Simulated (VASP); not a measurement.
# Sn (P-1) in VASP: a series of runs

Runs on Sn. Level: PBE. Tasks: single point.

Program: VASP 6.6.1. These are calculated values, not measurements. Logs are shortened: lines on timing, memory, paths and dates and some standing lists are left out, and cuts for length are marked.

### 1 The cell of the first run

The typed cell holds 1 atom: a = 3.266 Å, b = 3.201 Å, c = 3.245 Å, α = 110.99°, β = 109.38°, γ = 108.76°.

### 2 Single point, PBE (the cell strained at random)

File INCAR:

```
PREC = Accurate ; ENCUT = 520
EDIFF = 1E-6 ; ISMEAR = 0
SIGMA = 0.1 ; LREAL = False
LASPH = True ; NELM = 100
ALGO = Normal ; ISIF = 2
LWAVE = False ; LCHARG = False
GGA = PE ; NBANDS = 13
```

File KPOINTS:

```
regular mesh
0
Gamma
  14 14 14
```

File POSCAR:

```
Sn
1.0
   -1.8541820563      1.8907298899      1.9114005413
    1.8061715792     -1.8820523846      1.8547125589
    1.8449740485      1.8728443768     -1.9027230359
Sn
1
Direct
    0.0000000000      0.0000000000      0.0000000000
```

Potentials or basis: VASP PAW PBE potentials, release 64 (Sn_d).

Command:

```console
cat potpaw_PBE.64/Sn_d/POTCAR > POTCAR
mpirun -np 1 vasp_std > vasp.out
```

OUTCAR:

```text
PREC = Accurate
   ENCUT = 520
   EDIFF = 1E-6
   ISMEAR = 0
   LREAL = False
   LASPH = True
   NELM = 100
   ISIF = 2
   GGA = PE

 ion  position               nearest neighbor table
   1  0.000  0.000  0.000-

  LATTYP: Found a triclinic cell.
 ALAT       =     5.2307286984
 B/A-ratio  =     0.6118120179
 C/A-ratio  =     1.0155684760
 COS(alpha) =     0.0078281217
 COS(beta)  =     0.5177468586
 COS(gamma) =     0.8085702423

  Lattice vectors:

 A1 = (  -3.6419376199,  -3.7543662589,   0.0393329716)
 A2 = (  -1.7969635714,  -1.8815218821,  -1.8633900643)
 A3 = (  -0.0388024693,  -3.7548967614,   3.7574355948)

Analysis of symmetry for initial positions (statically):
=====================================================================
 Subroutine PRICEL returns:
 Original cell was already a primitive cell.

 Routine SETGRP: Setting up the symmetry group for a
 triclinic supercell.

 Subroutine GETGRP returns: Found  2 space group operations
 (whereof  2 operations were pure point group operations)
 out of a pool of  2 trial point group operations.

The static configuration has the point symmetry S_2 .

Analysis of symmetry for dynamics (positions and initial velocities):
=====================================================================
 Subroutine PRICEL returns:
 Original cell was already a primitive cell.

 Routine SETGRP: Setting up the symmetry group for a
 triclinic supercell.

 Subroutine GETGRP returns: Found  2 space group operations
 (whereof  2 operations were pure point group operations)
 out of a pool of  2 trial point group operations.

The dynamic configuration has the point symmetry S_2 .

 Subroutine INISYM returns: Found  2 space group operations
 (whereof  2 operations are pure point group operations),
 and found     1 'primitive' translations

----------------------------------------------------------------------------------------

                                     Primitive cell

  volume of cell :      25.8711

  direct lattice vectors                    reciprocal lattice vectors
    -1.854182056  1.890729890  1.911400541     0.004152755  0.265104103  0.264967861
     1.806171579 -1.882052385  1.854712559     0.277424799  0.000058386  0.269062230
     1.844974048  1.872844377 -1.902723036     0.274596370  0.266370042  0.002886816

  length of vectors
     3.265930594  3.200677370  3.245278147     0.374840497  0.386469930  0.382576135

  position of ions in fractional coordinates (direct lattice)
[... 85 lines left out ...]
   POTIM  = 0.5000    time-step for ionic-motion
   TEBEG  =    0.0;   TEEND  =   0.0 temperature during run
   PSTRESS=    0.0 pullay stress
   NELECT =      14.0000    total number of electrons
   NUPDOWN=      -1.0000    fix difference up-down
   EMIN   =  10.00;   EMAX   =-10.00  energy-range for DOS
   EFERMI =   0.00;   METHOD = LEGACY
   ISMEAR =     0;   SIGMA  =   0.10  broadening in eV -4-tet -1-fermi 0-gaus
   EFERMI_NEDOS =   21; number of points for ismear=-14 and -15
   IALGO  =     38    algorithm
   IMIX   =      4    mixing-type and parameters
     AMIX     =   0.40;   BMIX     =  1.00
     AMIX_MAG =   1.60;   BMIX_MAG =  1.00
  volume/ion in A,a.u.               =      25.87       174.59
  Fermi-wavevector in a.u.,A,eV,Ry     =   1.334071  2.521029 24.214922  1.779747
  Thomas-Fermi vector in A             =   2.462881
   LORBIT       =      0    0 simple, 1 ext, 2 COOP (PROOUT), +10 PAW based schemes
   GGA     = PE    functional components
   LHFCALC =     F    Hartree Fock is set to
   AEXX    =    0.0000 exact exchange contribution
   IVDW    =     0    specifies the selected vdW correction
   LEPSILON=     F    determine dielectric tensor
   LRPA    =     F    only Hartree local field effects (RPA)
 non-spin polarized calculation
 Gauss-broadening in eV      SIGMA  =   0.10
  energy-cutoff  :      520.00
  volume of cell :       25.87
 maximum number of plane-waves:       709
   NGX = 13   NGY = 11   NGZ = 13

 number of electron      13.9999996 magnetization

 Free energy of the ion-electron system (eV)
  ---------------------------------------------------
  ext. energy  EPLUGINS =         0.00000000
  ---------------------------------------------------
  free energy    TOTEN  =        -3.76000954 eV

  energy without entropy =       -3.75775623  energy(sigma->0) =       -3.75888289

 E-fermi :   8.7009     XC(G=0): -10.6014

 val. band max:        8.6976603975   @ k =   0.2857  -0.2143   0.4286
 cond. band min:       8.7073156701   @ k =   0.5000   0.4286   0.2857
 fundamental gap:      0.0096552726
 Fermi energy:         8.7008536364

 k-point     1 :       0.0000    0.0000    0.0000
  band No.  band energies     occupation
      1     -12.9126      2.00000
      2     -12.8934      2.00000
      3     -12.8806      2.00000
      4     -12.7439      2.00000
      5     -12.7263      2.00000
      6      -2.7535      2.00000
      7      16.8749      0.00000
      8      17.0737      0.00000
      9      17.4002      0.00000
     10      20.7627      0.00000
     11      20.8218      0.00000
     12      21.3260      0.00000
     13      21.3708      0.00000
[... 354 lines left out ...]
  band No.  band energies     occupation
      1     -12.8970      2.00000
      2     -12.8774      2.00000
      3     -12.8203      2.00000
      4     -12.7574      2.00000
      5     -12.7376      2.00000
      6      -1.9224      2.00000
      7      12.9696      0.00000
      8      14.2731      0.00000
      9      15.6786      0.00000
     10      18.6461      0.00000
     11      19.2554      0.00000
     12      20.6107      0.00000
     13      23.1611      0.00000

 [... further k-points ...]

------------------------ aborting loop because EDIFF is reached ----------------------------------------

  FORCE on cell =-STRESS in cart. coord.  units (eV):
  Direction    XX          YY          ZZ          XY          YZ          ZX
  --------------------------------------------------------------------------------------
  -------------------------------------------------------------------------------------
  Total        0.5469553      0.6112362      0.6020451      0.0389205     -0.0361402      0.1830841
  in kB       33.8724913     37.8533522     37.2841580      2.4103156     -2.2381340     11.3382464
  external PRESSURE =      36.3366672 kB  Pullay stress =       0.0000000 kB

 VOLUME and BASIS-vectors are now :
 -----------------------------------------------------------------------------
  energy-cutoff  :      520.00
  volume of cell :       25.87
      direct lattice vectors                 reciprocal lattice vectors
    -1.854182056  1.890729890  1.911400541     0.004152755  0.265104103  0.264967861
     1.806171579 -1.882052385  1.854712559     0.277424799  0.000058386  0.269062230
     1.844974048  1.872844377 -1.902723036     0.274596370  0.266370042  0.002886816

 POSITION                                       TOTAL-FORCE (eV/Angst)
 -----------------------------------------------------------------------------------
      0.00000      0.00000      0.00000         0.000000      0.000000      0.000000
 -----------------------------------------------------------------------------------
    total drift:                               -0.000000      0.000000      0.000000

  FREE ENERGIE OF THE ION-ELECTRON SYSTEM (eV)
  ---------------------------------------------------
  free  energy   TOTEN  =        -3.7600095397 eV

  energy  without entropy=       -3.7577562348  energy(sigma->0) =       -3.75888289
```

It took 2.4 min on 1 thread of AMD EPYC 9R45 (Zen 5), shared host; peak memory 0.46 GiB.

What came out:

```yaml
Free_energy: -3.7600 eV
Pressure: 3.6 GPa
Band_gap_on_the_k_mesh: zero (bands 7 and 8 overlap by 10.73 eV)
```

Stress tensor (GPa, compression positive):
```
 3.39  0.24  1.13
 0.24  3.79 -0.22
 1.13 -0.22  3.73
```

Caveat: the cell differs from its parent crystal (the cell strained at random); the cell stands under pressure; spin-orbit coupling is left out, which moves the levels of the heavy elements.

### 3 Single point, PBE (the cell strained at random)

File INCAR:

```
PREC = Accurate
ENCUT = 520
EDIFF = 1E-7
ISMEAR = 0
SIGMA = 0.1
LREAL = False
LASPH = True
NELM = 100
ALGO = Normal
ISIF = 2
LWAVE = False
LCHARG = False
GGA = PE
NBANDS = 13
```

KPOINTS is that of step 2.

File POSCAR:

```
Sn
1.0
   -1.8602828352      1.8872626771      1.8756484615
    1.9360689080     -1.8560767082      1.9202485653
    1.8232992317      1.8190931047     -1.8444624925
Sn
1
Direct
    0.0000000000      0.0000000000      0.0000000000
```

Potentials or basis: VASP PAW PBE potentials, release 64 (Sn_d).

Command:

```console
cat potpaw_PBE.64/Sn_d/POTCAR > POTCAR
mpirun -np 1 vasp_std > vasp.out
```

OUTCAR:

```text
PREC = Accurate
   ENCUT = 520
   EDIFF = 1E-7
   ISMEAR = 0
   LREAL = False
   LASPH = True
   NELM = 100
   ISIF = 2
   GGA = PE

 ion  position               nearest neighbor table
   1  0.000  0.000  0.000-

  LATTYP: Found a triclinic cell.
 ALAT       =     8.2733642334
 B/A-ratio  =     0.6360628511
 C/A-ratio  =     0.3924170236
 COS(alpha) =     0.0049470506
 COS(beta)  =     0.2683015289
 COS(gamma) =     0.9463292982

  Lattice vectors:

 A1 = (  -0.1497532798,   7.3815255947,  -3.7335250888)
 A2 = (  -0.1127696763,   3.6751698129,  -3.7647110578)
 A3 = (  -1.8602828352,   1.8872626771,   1.8756484615)

Analysis of symmetry for initial positions (statically):
=====================================================================
 Subroutine PRICEL returns:
 Original cell was already a primitive cell.

 Routine SETGRP: Setting up the symmetry group for a
 triclinic supercell.

 Subroutine GETGRP returns: Found  2 space group operations
 (whereof  2 operations were pure point group operations)
 out of a pool of  2 trial point group operations.

[... 169 lines left out ...]
      1     -13.1788      2.00000
      2     -13.1474      2.00000
      3     -13.1281      2.00000
      4     -13.0014      2.00000
      5     -12.9930      2.00000
      6      -2.8628      2.00000
      7      16.1250      0.00000
      8      16.5613      0.00000
      9      17.1850      0.00000
     10      20.2932      0.00000
     11      20.7477      0.00000
     12      20.8216      0.00000
     13      20.9443      0.00000
[... 354 lines left out ...]
  band No.  band energies     occupation
      1     -13.1837      2.00000
      2     -13.1369      2.00000
      3     -13.0675      2.00000
      4     -13.0107      2.00000
      5     -12.9948      2.00000
      6      -2.1060      2.00000
      7      11.6935      0.00000
      8      13.9963      0.00000
      9      15.9185      0.00000
     10      18.9349      0.00000
     11      19.2783      0.00000
     12      20.6080      0.00000
     13      22.8704      0.00000

 [... further k-points ...]

------------------------ aborting loop because EDIFF is reached ----------------------------------------

  FORCE on cell =-STRESS in cart. coord.  units (eV):
  Direction    XX          YY          ZZ          XY          YZ          ZX
  --------------------------------------------------------------------------------------
  -------------------------------------------------------------------------------------
  Total        0.3650004      0.4014609      0.4128256      0.1394854     -0.1209550     -0.2755860
  in kB       22.1261838     24.3364023     25.0253258      8.4555500     -7.3322431    -16.7059147
  external PRESSURE =      23.8293040 kB  Pullay stress =       0.0000000 kB

 VOLUME and BASIS-vectors are now :
 -----------------------------------------------------------------------------
  energy-cutoff  :      520.00
  volume of cell :       26.43
      direct lattice vectors                 reciprocal lattice vectors
    -1.860282835  1.887262677  1.875648461    -0.002635150  0.267581909  0.261296579
     1.936068908 -1.856076708  1.920248565     0.260800611  0.000429569  0.258231860
     1.823299232  1.819093105 -1.844462492     0.268836795  0.272553374 -0.007606615

 POSITION                                       TOTAL-FORCE (eV/Angst)
 -----------------------------------------------------------------------------------
      0.00000      0.00000      0.00000        -0.000000      0.000000     -0.000000
 -----------------------------------------------------------------------------------
    total drift:                                0.000000     -0.000000      0.000000

  FREE ENERGIE OF THE ION-ELECTRON SYSTEM (eV)
  ---------------------------------------------------
  free  energy   TOTEN  =        -3.7644969162 eV

  energy  without entropy=       -3.7620562463  energy(sigma->0) =       -3.76327658
```

OSZICAR:

```text
N       E                     dE             d eps       ncg     rms          rms(c)
DAV:   1     0.809684660025E+02    0.80968E+02   -0.71840E+03 36825   0.163E+03
DAV:   2     0.185548458739E+01   -0.79113E+02   -0.76604E+02 38441   0.342E+02
DAV:   3    -0.366388054506E+01   -0.55194E+01   -0.54987E+01 42553   0.730E+01
DAV:   4    -0.377510656783E+01   -0.11123E+00   -0.11120E+00 41938   0.110E+01
DAV:   5    -0.377887196015E+01   -0.37654E-02   -0.37653E-02 46087   0.199E+00    0.140E+00
DAV:   6    -0.376825014196E+01    0.10622E-01   -0.10601E-02 45192   0.181E+00    0.779E-01
DAV:   7    -0.376463736282E+01    0.36128E-02   -0.70595E-03 44969   0.141E+00    0.102E-01
DAV:   8    -0.376449604239E+01    0.14132E-03   -0.70927E-04 43705   0.441E-01    0.221E-02
DAV:   9    -0.376449577337E+01    0.26902E-06   -0.14230E-05 49068   0.506E-02    0.124E-02
DAV:  10    -0.376449685209E+01   -0.10787E-05   -0.17360E-06 42572   0.144E-02    0.437E-04
DAV:  11    -0.376449691616E+01   -0.64069E-07   -0.58060E-08 31156   0.351E-03
   1 F= -.37644969E+01 E0= -.37632766E+01  d E =-.244067E-02
```

Run time: 3 min. Hardware: 1 thread of AMD EPYC 9R45 (Zen 5), shared host; peak memory 0.48 GiB.

What came out:

```
Free energy            : -3.7645 eV
Pressure               : 2.4 GPa
Band gap on the k mesh : zero (bands 7 and 8 overlap by 10.26 eV)
```

Stress tensor (GPa, compression positive):
```
 2.21  0.85 -1.67
 0.85  2.43 -0.73
-1.67 -0.73  2.50
```

Levels at points of the mesh, in eV from the Fermi level:
```
           k point  band 3  band 4  band 5  band 6  band 7  band 8  band 9  band 10  band 11  band 12
(0.00, 0.00, 0.00)  -21.56  -21.43  -21.42  -11.29    7.69    8.13    8.75    11.86    12.32    12.39
(0.50, 0.00, 0.00)  -21.44  -21.43  -21.34   -6.57   -4.60    3.64    5.79     7.68     8.97    15.34
(0.00, 0.50, 0.00)  -21.44  -21.43  -21.36   -6.85   -4.68    4.10    6.00     8.27     9.08    15.37
(0.50, 0.50, 0.00)  -21.43  -21.43  -21.34   -6.53   -4.58    3.55    5.62     7.58     8.80    15.76
(0.00, 0.00, 0.50)  -21.44  -21.44  -21.33   -6.19   -4.49    3.40    5.32     7.68     8.24    15.22
(0.50, 0.00, 0.50)  -21.45  -21.45  -21.32   -6.19   -4.51    3.57    5.64     8.03     8.44    14.36
(0.00, 0.50, 0.50)  -21.44  -21.44  -21.33   -6.28   -4.52    3.56    5.49     7.89     8.38    14.89
(0.50, 0.50, 0.50)  -21.38  -21.37  -21.33   -2.30   -0.85   -0.41   -0.23     3.75     3.94    18.22
```

Caveat: the cell differs from its parent crystal (the cell strained at random); spin-orbit coupling is left out, which moves the levels of the heavy elements.
